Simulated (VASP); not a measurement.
# KBr (Fm-3m) in VASP: notebook, part 2 of 2

VASP 6.6.1. The steps go on from the part before.

## 5. Single point, PBE

INCAR

```
  PREC = Accurate
  ENCUT = 520
  EDIFF = 1E-6
  ISMEAR = 0
  SIGMA = 0.01
  LREAL = False
  LASPH = True
  NELM = 80
  ALGO = Normal
  ISIF = 2
  LWAVE = False
  LCHARG = False
  GGA = PE
  NBANDS = 15
```

KPOINTS

```
regular mesh
0
Gamma
  6 6 6
```

POSCAR

```
KBr
1.0
    0.0000000000      3.3024387157      3.3024387157
    3.3024387157      0.0000000000      3.3024387157
    3.3024387157      3.3024387157      0.0000000000
K Br
1 1
Direct
    0.0000000000      0.0000000000      0.0000000000
    0.5000000000      0.5000000000      0.5000000000
```

Potentials or basis: VASP PAW PBE potentials, release 64 (K_sv, Br).

Launch:

```sh
$ cat potpaw_PBE.64/K_sv/POTCAR potpaw_PBE.64/Br/POTCAR > POTCAR
$ mpirun -np 1 vasp_std > vasp.out
```

OUTCAR:

```text
PREC = Accurate
   ENCUT = 520
   EDIFF = 1E-6
   ISMEAR = 0
   LREAL = False
   LASPH = True
   NELM = 80
   ISIF = 2
   GGA = PE

 ion  position               nearest neighbor table
   1  0.000  0.000  0.000-
   2  0.500  0.500  0.500-

  LATTYP: Found a face centered cubic cell.
 ALAT       =     6.6048774314

  Lattice vectors:

 A1 = (   0.0000000000,   3.3024387157,   3.3024387157)
 A2 = (   3.3024387157,   0.0000000000,   3.3024387157)
 A3 = (   3.3024387157,   3.3024387157,   0.0000000000)

Analysis of symmetry for initial positions (statically):
=====================================================================
 Subroutine PRICEL returns:
 Original cell was already a primitive cell.

 Routine SETGRP: Setting up the symmetry group for a
 face centered cubic supercell.

 Subroutine GETGRP returns: Found 48 space group operations
 (whereof 48 operations were pure point group operations)
 out of a pool of 48 trial point group operations.

The static configuration has the point symmetry O_h .

Analysis of symmetry for dynamics (positions and initial velocities):
=====================================================================
 Subroutine PRICEL returns:
 Original cell was already a primitive cell.

 Routine SETGRP: Setting up the symmetry group for a
 face centered cubic supercell.

 Subroutine GETGRP returns: Found 48 space group operations
 (whereof 48 operations were pure point group operations)
 out of a pool of 48 trial point group operations.

The dynamic configuration has the point symmetry O_h .

 Subroutine INISYM returns: Found 48 space group operations
 (whereof 48 operations are pure point group operations),
 and found     1 'primitive' translations

----------------------------------------------------------------------------------------

                                     Primitive cell

  volume of cell :      72.0335

  direct lattice vectors                    reciprocal lattice vectors
     0.000000000  3.302438716  3.302438716    -0.151403264  0.151403264  0.151403264
     3.302438716  0.000000000  3.302438716     0.151403264 -0.151403264  0.151403264
     3.302438716  3.302438716  0.000000000     0.151403264  0.151403264 -0.151403264

  length of vectors
     4.670353621  4.670353621  4.670353621     0.262238145  0.262238145  0.262238145

  position of ions in fractional coordinates (direct lattice)
     0.000000000  0.000000000  0.000000000
     0.500000000  0.500000000  0.500000000

  ion indices of the primitive-cell ions
   primitive index   ion index
                 1           1
                 2           2

----------------------------------------------------------------------------------------

 KPOINTS: regular mesh

Automatic generation of k-mesh.
 Grid dimensions read from file:
 generate k-points for:    6    6    6

 Generating k-lattice:

  Cartesian coordinates                     Fractional coordinates (reciprocal lattice)
    -0.025233877  0.025233877  0.025233877     0.166666667  0.000000000  0.000000000
     0.025233877 -0.025233877  0.025233877     0.000000000  0.166666667  0.000000000
     0.025233877  0.025233877 -0.025233877     0.000000000  0.000000000  0.166666667

  Length of vectors
     0.043706358  0.043706358  0.043706358

  Shift w.r.t. Gamma in fractional coordinates (k-lattice)
     0.000000000  0.000000000  0.000000000

 Subroutine IBZKPT returns following result:
 ===========================================

 Found     16 irreducible k-points:

 Following reciprocal coordinates:
            Coordinates               Weight
  0.000000  0.000000  0.000000      1.000000
  0.166667  0.000000  0.000000      8.000000
  0.333333  0.000000  0.000000      8.000000
  0.500000  0.000000  0.000000      4.000000
  0.166667  0.166667  0.000000      6.000000
  0.333333  0.166667  0.000000     24.000000
[... 8 lines left out ...]
 -0.333333  0.333333  0.166667     24.000000
 -0.333333  0.500000  0.166667     12.000000
   k-points           NKPTS =     16   k-points in BZ     NKDIM =     16   number of bands    NBANDS=     15
   number of dos      NEDOS =    301   number of ions     NIONS =      2
   total plane-waves  NPLWV =  46656
   dimension x,y,z NGX =    36 NGY =   36 NGZ =   36
   dimension x,y,z NGXF=    72 NGYF=   72 NGZF=   72
   ions per type =               1   1
   NGX,Y,Z   is equivalent  to a cutoff of  12.81, 12.81, 12.81 a.u.
   NGXF,Y,Z  is equivalent  to a cutoff of  25.63, 25.63, 25.63 a.u.
 SYSTEM =  unknown system
   PREC   = accura    normal or accurate (medium, high low for compatibility)
   ISTART =      0    job   : 0-new  1-cont  2-samecut
   ICHARG =      2    charge: 1-file 2-atom 10-const
   ISPIN  =      1    spin polarized calculation?
   LNONCOLLINEAR =      F non collinear calculations
   LSORBIT =      F    spin-orbit coupling
   LASPH  =      T    aspherical Exc in radial PAW
   ENCUT  =  520.0 eV  38.22 Ry    6.18 a.u.   8.68  8.68  8.68*2*pi/ulx,y,z
   NELM   =     80;   NELMIN=  2; NELMDL= -5     # of ELM steps
   EDIFF  = 0.1E-05   stopping-criterion for ELM
   LREAL  =      F    real-space projection
   EDIFFG = 0.1E-04   stopping-criterion for IOM
   NSW    =      0    number of steps for IOM
   IBRION =     -1    ionic relax: 0-MD 1-quasi-New 2-CG
   NFREE  =      0    steps in history (QN), initial steepest desc. (CG)
   ISIF   =      2    stress and relaxation
   ISYM   =      2    0-nonsym 1-usesym 2-fastsym
   POTIM  = 0.5000    time-step for ionic-motion
   TEBEG  =    0.0;   TEEND  =   0.0 temperature during run
   PSTRESS=    0.0 pullay stress
   NELECT =      16.0000    total number of electrons
   NUPDOWN=      -1.0000    fix difference up-down
   EMIN   =  10.00;   EMAX   =-10.00  energy-range for DOS
   EFERMI =   0.00;   METHOD = LEGACY
   ISMEAR =     0;   SIGMA  =   0.01  broadening in eV -4-tet -1-fermi 0-gaus
   EFERMI_NEDOS =   21; number of points for ismear=-14 and -15
   IALGO  =     38    algorithm
   IMIX   =      4    mixing-type and parameters
     AMIX     =   0.40;   BMIX     =  1.00
     AMIX_MAG =   1.60;   BMIX_MAG =  1.00
  volume/ion in A,a.u.               =      36.02       243.05
  Fermi-wavevector in a.u.,A,eV,Ry     =   0.991448  1.873566 13.374114  0.982970
  Thomas-Fermi vector in A             =   2.123190
   LORBIT       =      0    0 simple, 1 ext, 2 COOP (PROOUT), +10 PAW based schemes
   GGA     = PE    functional components
   LHFCALC =     F    Hartree Fock is set to
   AEXX    =    0.0000 exact exchange contribution
   IVDW    =     0    specifies the selected vdW correction
   LEPSILON=     F    determine dielectric tensor
   LRPA    =     F    only Hartree local field effects (RPA)
 non-spin polarized calculation
 Gauss-broadening in eV      SIGMA  =   0.01
  energy-cutoff  :      520.00
  volume of cell :       72.03
 maximum number of plane-waves:      1964
   NGX = 17   NGY = 17   NGZ = 17

 number of electron      15.9999997 magnetization

 Free energy of the ion-electron system (eV)
  ---------------------------------------------------
  ext. energy  EPLUGINS =         0.00000000
  ---------------------------------------------------
  free energy    TOTEN  =        -6.21582519 eV

  energy without entropy =       -6.21582519  energy(sigma->0) =       -6.21582519

 E-fermi :  -1.6389     XC(G=0):  -7.3618

 val. band max:       -1.7494327054   @ k =   0.0000   0.0000   0.0000
 cond. band min:       2.6785673125   @ k =   0.0000   0.0000   0.0000
 fundamental gap:      4.4280000179
 Fermi energy:        -1.6389288807

 k-point     1 :       0.0000    0.0000    0.0000
  band No.  band energies     occupation
      1     -29.5352      2.00000
      2     -14.0389      2.00000
      3     -13.0124      2.00000
      4     -13.0124      2.00000
      5     -13.0124      2.00000
      6      -1.7494      2.00000
      7      -1.7494      2.00000
      8      -1.7494      2.00000
      9       2.6786      0.00000
     10       5.8542      0.00000
     11       5.8542      0.00000
     12       5.8542      0.00000
     13       6.6761      0.00000
     14       6.6761      0.00000
[... 257 lines left out ...]
      2     -14.0161      2.00000
      3     -13.0883      2.00000
      4     -13.0613      2.00000
      5     -12.9473      2.00000
      6      -2.4549      2.00000
      7      -2.2236      2.00000
      8      -2.1964      2.00000
      9       4.8460      0.00000
     10       6.1640      0.00000
     11       6.5410      0.00000
     12       7.4829      0.00000
     13       8.2419      0.00000
     14       9.0359      0.00000
     15       9.5582      0.00000

------------------------ aborting loop because EDIFF is reached ----------------------------------------

  FORCE on cell =-STRESS in cart. coord.  units (eV):
  Direction    XX          YY          ZZ          XY          YZ          ZX
  --------------------------------------------------------------------------------------
  -------------------------------------------------------------------------------------
  Total        0.3229504      0.3229504      0.3229504      0.0000000      0.0000000      0.0000000
  in kB        7.1831038      7.1831038      7.1831038      0.0000000      0.0000000      0.0000000
  external PRESSURE =       7.1831038 kB  Pullay stress =       0.0000000 kB

 VOLUME and BASIS-vectors are now :
 -----------------------------------------------------------------------------
  energy-cutoff  :      520.00
  volume of cell :       72.03
      direct lattice vectors                 reciprocal lattice vectors
     0.000000000  3.302438716  3.302438716    -0.151403264  0.151403264  0.151403264
     3.302438716  0.000000000  3.302438716     0.151403264 -0.151403264  0.151403264
     3.302438716  3.302438716  0.000000000     0.151403264  0.151403264 -0.151403264

 POSITION                                       TOTAL-FORCE (eV/Angst)
 -----------------------------------------------------------------------------------
      0.00000      0.00000      0.00000         0.000000     -0.000000     -0.000000
      3.30244      3.30244      3.30244        -0.000000      0.000000      0.000000
 -----------------------------------------------------------------------------------
    total drift:                                0.000000      0.000000      0.000000

  FREE ENERGIE OF THE ION-ELECTRON SYSTEM (eV)
  ---------------------------------------------------
  free  energy   TOTEN  =        -6.2158251873 eV

  energy  without entropy=       -6.2158251873  energy(sigma->0) =       -6.21582519
```

OSZICAR:

```text
N       E                     dE             d eps       ncg     rms          rms(c)
DAV:   1     0.104903763126E+03    0.10490E+03   -0.69926E+03   480   0.952E+02
DAV:   2     0.486429896425E+00   -0.10442E+03   -0.95295E+02   628   0.232E+02
DAV:   3    -0.619829291671E+01   -0.66847E+01   -0.66399E+01   669   0.522E+01
DAV:   4    -0.638748732268E+01   -0.18919E+00   -0.18917E+00   700   0.821E+00
DAV:   5    -0.638901113380E+01   -0.15238E-02   -0.15238E-02   683   0.818E-01    0.310E+00
DAV:   6    -0.621696235070E+01    0.17205E+00   -0.21857E-01   599   0.224E+00    0.226E+00
DAV:   7    -0.620573050641E+01    0.11232E-01   -0.10722E-01   648   0.176E+00    0.102E+00
DAV:   8    -0.621471370442E+01   -0.89832E-02   -0.11892E-02   553   0.793E-01    0.113E-01
DAV:   9    -0.621552875878E+01   -0.81505E-03   -0.83721E-04   620   0.177E-01    0.787E-02
DAV:  10    -0.621580621832E+01   -0.27746E-03   -0.27827E-04   508   0.960E-02    0.118E-02
DAV:  11    -0.621582334623E+01   -0.17128E-04   -0.26767E-05   629   0.294E-02    0.575E-03
DAV:  12    -0.621582508449E+01   -0.17383E-05   -0.42490E-06   514   0.135E-02    0.156E-03
DAV:  13    -0.621582518732E+01   -0.10283E-06   -0.11057E-07   499   0.191E-03
   1 F= -.62158252E+01 E0= -.62158252E+01  d E =-.727530E-57
```

It took 22 s on 1 thread of Intel Xeon Platinum 8375C at 2.90GHz (Ice Lake), shared host; peak memory 0.21 GiB.

Results:

```yaml
Free_energy: -6.2158 eV
Pressure: 0.7 GPa
Band_gap_on_the_k_mesh: 4.43 eV
```

Levels at points of the mesh, in eV from the valence-band top:
```tsv
k point	band 4	band 5	band 6	band 7	band 8	band 9	band 10	band 11	band 12	band 13
(0.00, 0.00, 0.00)	-11.26	-11.26	0.00	0.00	0.00	4.43	7.60	7.60	7.60	8.43
(0.50, 0.00, 0.00)	-11.27	-11.01	-1.17	-0.33	-0.33	6.59	8.23	9.76	9.76	10.07
(0.50, 0.50, 0.00)	-11.30	-11.30	-0.81	-0.28	-0.28	5.87	7.19	9.36	9.50	9.67
```

## 6. The runs side by side

```csv
level,k mesh,gap on the mesh (eV),pressure (GPa)
PBE,4 × 4 × 4,4.43,0.7
r2SCAN,4 × 4 × 4,5.07,0.0
PBE,6 × 6 × 6,4.43,0.7
```

Alike in all rows: task single point; potentials or basis VASP PAW PBE potentials, release 64 (K_sv, Br); no spin polarisation; cell as given; cutoff (eV) 520; smearing gaussian 0.01 eV.

On the cell as given the gap runs from 4.43 eV (PBE) to 5.07 eV (r2SCAN); the meshes differ, which moves gaps too. The pressure there spans 0.0 GPa (r2SCAN) to 0.7 GPa (PBE); a positive pressure means that this level wants a larger cell, a negative one a smaller.

Caveats: the PAW data sets were made with another functional, which shifts forces and pressure a little (at least some runs).

Absolute energies hang on the potentials; compare differences alone.
